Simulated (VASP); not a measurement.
# BeSe3 (P6/mmm) in VASP: a series of runs

The runs below take BeSe3 through single point, relaxation of cell and atoms, with PBE.

All numbers are computed with VASP 6.6.1; they aren't measurements. Logs are shortened: lines on timing, memory, paths and dates and some standing lists are left out, and cuts for length are marked.

## Step 1: The cell of the first run

Symmetry: P6/mmm, No. 191, hexagonal system. The conventional cell has a = 4.794 Å, b = 4.794 Å, c = 4.271 Å, α = 90.00°, β = 90.00°, γ = 120.00°. Within 2.8 Å of Be (site symmetry 6/mmm) lie 8 Se at 2.14 to 2.77 Å. Within 3.6 Å of Se (site symmetry -6m2) lie 9 Se at 2.77 to 3.50 Å and 3 Be at 2.77 Å. Se (site symmetry 6/mmm) has 2 Be at 2.14 Å within 2.8 Å.

## Step 2: Single point, PBE

File INCAR:

```
SYSTEM = BeSe3
PREC = Accurate
ENCUT = 520
EDIFF = 1E-6
ISMEAR = 0
SIGMA = 0.1
LREAL = .FALSE.
LASPH = .TRUE.
NELM = 80
ALGO = Normal
ISIF = 2
LWAVE = .FALSE.
LCHARG = .FALSE.
GGA = PE
NBANDS = 18
```

File KPOINTS:

```
Automatic mesh
0
G
  12 12 12
  0 0 0
```

File POSCAR:

```
BeSe3
1.0
    4.7942983535      0.0000000000      0.0000000000
   -2.3971491767      4.1519841674      0.0000000000
    0.0000000000      0.0000000000      4.2705169270
Be Se
1 3
Direct
    0.0000000000      0.0000000000      0.5000000000
    0.3333333333      0.6666666667      0.5000000000
    0.6666666667      0.3333333333      0.5000000000
    0.0000000000      0.0000000000      0.0000000000
```

Potentials or basis: VASP PAW PBE potentials, release 64 (Be, Se).

Run with:

```bash
$ cat potpaw_PBE.64/Be/POTCAR potpaw_PBE.64/Se/POTCAR > POTCAR
$ mpirun -np 1 vasp_std > vasp.out
```

OUTCAR:

```text
SYSTEM = BeSe3
   PREC = Accurate
   ENCUT = 520
   EDIFF = 1E-6
   ISMEAR = 0
   LREAL = .FALSE.
   LASPH = .TRUE.
   NELM = 80
   ISIF = 2
   GGA = PE

 ion  position               nearest neighbor table
   1  0.000  0.000  0.500-   4 2.14   4 2.14
   2  0.333  0.667  0.500-   3 2.77   3 2.77   3 2.77
   3  0.667  0.333  0.500-   2 2.77   2 2.77   2 2.77
   4  0.000  0.000  0.000-   1 2.14   1 2.14

  LATTYP: Found a hexagonal cell.
 ALAT       =     4.7942983535
 C/A-ratio  =     0.8907490966

  Lattice vectors:

 A1 = (   4.7942983535,   0.0000000000,   0.0000000000)
 A2 = (  -2.3971491767,   4.1519841674,   0.0000000000)
 A3 = (   0.0000000000,   0.0000000000,   4.2705169270)

Analysis of symmetry for initial positions (statically):
=====================================================================
 Subroutine PRICEL returns:
 Original cell was already a primitive cell.

 Routine SETGRP: Setting up the symmetry group for a
 hexagonal supercell.

 Subroutine GETGRP returns: Found 24 space group operations
 (whereof 24 operations were pure point group operations)
 out of a pool of 24 trial point group operations.

The static configuration has the point symmetry D_6h.

Analysis of symmetry for dynamics (positions and initial velocities):
=====================================================================
 Subroutine PRICEL returns:
 Original cell was already a primitive cell.

 Routine SETGRP: Setting up the symmetry group for a
 hexagonal supercell.

 Subroutine GETGRP returns: Found 24 space group operations
 (whereof 24 operations were pure point group operations)
 out of a pool of 24 trial point group operations.

The dynamic configuration has the point symmetry D_6h.

 Subroutine INISYM returns: Found 24 space group operations
 (whereof 24 operations are pure point group operations),
 and found     1 'primitive' translations

----------------------------------------------------------------------------------------

                                     Primitive cell

  volume of cell :      85.0083

  direct lattice vectors                    reciprocal lattice vectors
     4.794298354  0.000000000  0.000000000     0.208581095  0.120424351  0.000000000
    -2.397149177  4.151984167  0.000000000     0.000000000  0.240848703  0.000000000
     0.000000000  0.000000000  4.270516927     0.000000000  0.000000000  0.234163690

  length of vectors
     4.794298354  4.794298353  4.270516927     0.240848703  0.240848703  0.234163690

  position of ions in fractional coordinates (direct lattice)
     0.000000000  0.000000000  0.500000000
     0.333333333  0.666666667  0.500000000
     0.666666667  0.333333333  0.500000000
     0.000000000  0.000000000  0.000000000

  ion indices of the primitive-cell ions
   primitive index   ion index
                 1           1
                 2           2
                 3           3
                 4           4

----------------------------------------------------------------------------------------

 KPOINTS: Automatic mesh

Automatic generation of k-mesh.
 Grid dimensions read from file:
 generate k-points for:   12   12   12

 Generating k-lattice:

  Cartesian coordinates                     Fractional coordinates (reciprocal lattice)
     0.017381758  0.010035363  0.000000000     0.083333333  0.000000000  0.000000000
     0.000000000  0.020070725  0.000000000     0.000000000  0.083333333  0.000000000
     0.000000000  0.000000000  0.019513641     0.000000000  0.000000000  0.083333333

  Length of vectors
     0.020070725  0.020070725  0.019513641

  Shift w.r.t. Gamma in fractional coordinates (k-lattice)
     0.000000000  0.000000000  0.000000000

 Subroutine IBZKPT returns following result:
 ===========================================

 Found    133 irreducible k-points:

 Following reciprocal coordinates:
            Coordinates               Weight
  0.000000  0.000000  0.000000      1.000000
  0.083333  0.000000  0.000000      6.000000
  0.166667  0.000000  0.000000      6.000000
  0.250000  0.000000  0.000000      6.000000
  0.333333  0.000000  0.000000      6.000000
  0.416667  0.000000  0.000000      6.000000
[... 16 lines left out ...]
  0.250000  0.000000  0.083333     12.000000
  0.333333  0.000000  0.083333     12.000000
 [... further k-points ...]
   k-points           NKPTS =    133   k-points in BZ     NKDIM =    133   number of bands    NBANDS=     18
   number of dos      NEDOS =    301   number of ions     NIONS =      4
   total plane-waves  NPLWV =  41472
   dimension x,y,z NGX =    36 NGY =   36 NGZ =   32
   dimension x,y,z NGXF=    72 NGYF=   72 NGZF=   64
   ions per type =               1   3
   NGX,Y,Z   is equivalent  to a cutoff of  12.48, 12.48, 12.46 a.u.
   NGXF,Y,Z  is equivalent  to a cutoff of  24.97, 24.97, 24.91 a.u.
 SYSTEM =  BeSe3
   PREC   = accura    normal or accurate (medium, high low for compatibility)
   ISTART =      0    job   : 0-new  1-cont  2-samecut
   ICHARG =      2    charge: 1-file 2-atom 10-const
   ISPIN  =      1    spin polarized calculation?
   LNONCOLLINEAR =      F non collinear calculations
   LSORBIT =      F    spin-orbit coupling
   LASPH  =      T    aspherical Exc in radial PAW
   ENCUT  =  520.0 eV  38.22 Ry    6.18 a.u.   8.91  8.91  7.94*2*pi/ulx,y,z
   NELM   =     80;   NELMIN=  2; NELMDL= -5     # of ELM steps
   EDIFF  = 0.1E-05   stopping-criterion for ELM
   LREAL  =      F    real-space projection
   EDIFFG = 0.1E-04   stopping-criterion for IOM
   NSW    =      0    number of steps for IOM
   IBRION =     -1    ionic relax: 0-MD 1-quasi-New 2-CG
   NFREE  =      0    steps in history (QN), initial steepest desc. (CG)
   ISIF   =      2    stress and relaxation
   ISYM   =      2    0-nonsym 1-usesym 2-fastsym
   POTIM  = 0.5000    time-step for ionic-motion
   TEBEG  =    0.0;   TEEND  =   0.0 temperature during run
   PSTRESS=    0.0 pullay stress
   NELECT =      20.0000    total number of electrons
   NUPDOWN=      -1.0000    fix difference up-down
   EMIN   =  10.00;   EMAX   =-10.00  energy-range for DOS
   EFERMI =   0.00;   METHOD = LEGACY
   ISMEAR =     0;   SIGMA  =   0.10  broadening in eV -4-tet -1-fermi 0-gaus
   EFERMI_NEDOS =   21; number of points for ismear=-14 and -15
   IALGO  =     38    algorithm
   IMIX   =      4    mixing-type and parameters
     AMIX     =   0.40;   BMIX     =  1.00
     AMIX_MAG =   1.60;   BMIX_MAG =  1.00
  volume/ion in A,a.u.               =      21.25       143.42
  Fermi-wavevector in a.u.,A,eV,Ry     =   1.010643  1.909838 13.896980  1.021399
  Thomas-Fermi vector in A             =   2.143645
   LORBIT       =      0    0 simple, 1 ext, 2 COOP (PROOUT), +10 PAW based schemes
   GGA     = PE    functional components
   LHFCALC =     F    Hartree Fock is set to
   AEXX    =    0.0000 exact exchange contribution
   IVDW    =     0    specifies the selected vdW correction
   LEPSILON=     F    determine dielectric tensor
   LRPA    =     F    only Hartree local field effects (RPA)
 non-spin polarized calculation
 Gauss-broadening in eV      SIGMA  =   0.10
  energy-cutoff  :      520.00
  volume of cell :       85.01
 maximum number of plane-waves:      2313
 NGX is ok and might be reduce to    36
   NGX = 17   NGY = 17   NGZ = 15

 number of electron      20.0000002 magnetization

 Free energy of the ion-electron system (eV)
  ---------------------------------------------------
  ext. energy  EPLUGINS =         0.00000000
  ---------------------------------------------------
  free energy    TOTEN  =       -12.60730053 eV

  energy without entropy =      -12.58934147  energy(sigma->0) =      -12.59832100

 E-fermi :   3.3435     XC(G=0):  -9.4349

 val. band max:        3.3331830822   @ k =   0.3333   0.0000   0.2500
 cond. band min:       3.3599490572   @ k =   0.0833   0.0000   0.3333
 fundamental gap:      0.0267659750
 Fermi energy:         3.3435266920

 k-point     1 :       0.0000    0.0000    0.0000
  band No.  band energies     occupation
      1     -11.5664      2.00000
      2      -8.7856      2.00000
      3      -7.2546      2.00000
      4      -1.6778      2.00000
      5      -0.8893      2.00000
      6      -0.8893      2.00000
[... 10 lines left out ...]
     17      11.6774      0.00000
     18      11.6774      0.00000

 k-point     2 :       0.0833    0.0000    0.0000
  band No.  band energies     occupation
      1     -11.5209      2.00000
      2      -8.8078      2.00000
      3      -7.3570      2.00000
      4      -1.6462      2.00000
      5      -1.1779      2.00000
      6      -1.0514      2.00000
[... 10 lines left out ...]
     17      11.4034      0.00000
     18      11.5202      0.00000

 k-point     3 :       0.1667    0.0000    0.0000
  band No.  band energies     occupation
      1     -11.3853      2.00000
      2      -8.8756      2.00000
      3      -7.6351      2.00000
      4      -1.5964      2.00000
      5      -1.5559      2.00000
      6      -1.1564      2.00000
[... 10 lines left out ...]
     17      10.9738      0.00000
     18      11.4703      0.00000

 k-point     4 :       0.2500    0.0000    0.0000
  band No.  band energies     occupation
      1     -11.1631      2.00000
      2      -9.0013      2.00000
      3      -8.0052      2.00000
      4      -1.9501      2.00000
      5      -1.4213      2.00000
      6      -1.0532      2.00000
[... 375 lines left out ...]
      4      -1.6561      2.00000
      5      -1.5722      2.00000
      6      -1.0356      2.00000
[... 10 lines left out ...]
     17      11.4368      0.00000
     18      11.7369      0.00000

 k-point    23 :       0.2500    0.0000    0.0833
  band No.  band energies     occupation
      1     -11.1404      2.00000
      2      -9.0249      2.00000
      3      -8.0019      2.00000
      4      -1.9239      2.00000
      5      -1.6409      2.00000
      6      -0.8152      2.00000
[... 10 lines left out ...]
     17      11.0730      0.00000
     18      11.6431      0.00000

 k-point    24 :       0.3333    0.0000    0.0833
  band No.  band energies     occupation
      1     -10.8408      2.00000
      2      -9.2353      2.00000
      3      -8.3424      2.00000
      4      -2.1834      2.00000
      5      -1.5684      2.00000
      6      -0.4624      2.00000
[... 10 lines left out ...]
     17      10.7683      0.00000
     18      11.6435      0.00000

 [... further k-points ...]
[... 5 lines left out ...]
  --------------------------------------------------------------------------------------
  -------------------------------------------------------------------------------------
  Total        0.0233455      0.0233455      0.0707638      0.0000000      0.0000000      0.0000000
  in kB        0.4399993      0.4399993      1.3337066      0.0000000      0.0000000      0.0000000
  external PRESSURE =       0.7379018 kB  Pullay stress =       0.0000000 kB

 VOLUME and BASIS-vectors are now :
 -----------------------------------------------------------------------------
  energy-cutoff  :      520.00
  volume of cell :       85.01
      direct lattice vectors                 reciprocal lattice vectors
     4.794298354  0.000000000  0.000000000     0.208581095  0.120424351  0.000000000
    -2.397149177  4.151984167  0.000000000     0.000000000  0.240848703  0.000000000
     0.000000000  0.000000000  4.270516927     0.000000000  0.000000000  0.234163690

 POSITION                                       TOTAL-FORCE (eV/Angst)
 -----------------------------------------------------------------------------------
      0.00000      0.00000      2.13526         0.000000      0.000000     -0.000000
     -0.00000      2.76799      2.13526        -0.000000      0.000000      0.000000
      2.39715      1.38399      2.13526         0.000000     -0.000000     -0.000000
      0.00000      0.00000      0.00000         0.000000      0.000000     -0.000000
 -----------------------------------------------------------------------------------
    total drift:                                0.000000     -0.000000     -0.000000

  FREE ENERGIE OF THE ION-ELECTRON SYSTEM (eV)
  ---------------------------------------------------
  free  energy   TOTEN  =       -12.6073005313 eV

  energy  without entropy=      -12.5893414749  energy(sigma->0) =      -12.59832100
```

It took 97 s on 1 thread of Intel Xeon Platinum 8375C at 2.90GHz (Ice Lake), shared host; peak memory 0.32 GiB.

Results:

```
Free energy            : -12.6073 eV
Pressure               : 0.1 GPa
Band gap on the k mesh : zero (band 10 reaches 4.06 eV, above the bottom of band 11 at 1.92 eV)
```

Stress tensor (GPa, compression positive):
```
0.04 0.00 0.00
0.00 0.04 0.00
0.00 0.00 0.13
```

Levels at points of the mesh, in eV from the Fermi level:
| k point | band 8 | band 9 | band 10 | band 11 | band 12 | band 13 |
| --- | --- | --- | --- | --- | --- | --- |
| (0.00, 0.00, 0.00) | -3.47 | -1.12 | 0.72 | 1.20 | 1.20 | 1.48 |
| (0.50, 0.00, 0.00) | -1.70 | -0.66 | -0.38 | 0.68 | 1.51 | 3.14 |
| (0.00, 0.00, 0.50) | -2.02 | -2.02 | -1.43 | -1.43 | -0.09 | 5.74 |
| (0.50, 0.00, 0.50) | -1.60 | -0.98 | 0.17 | 0.88 | 1.66 | 4.06 |

(Continued in part 2 of 2.)
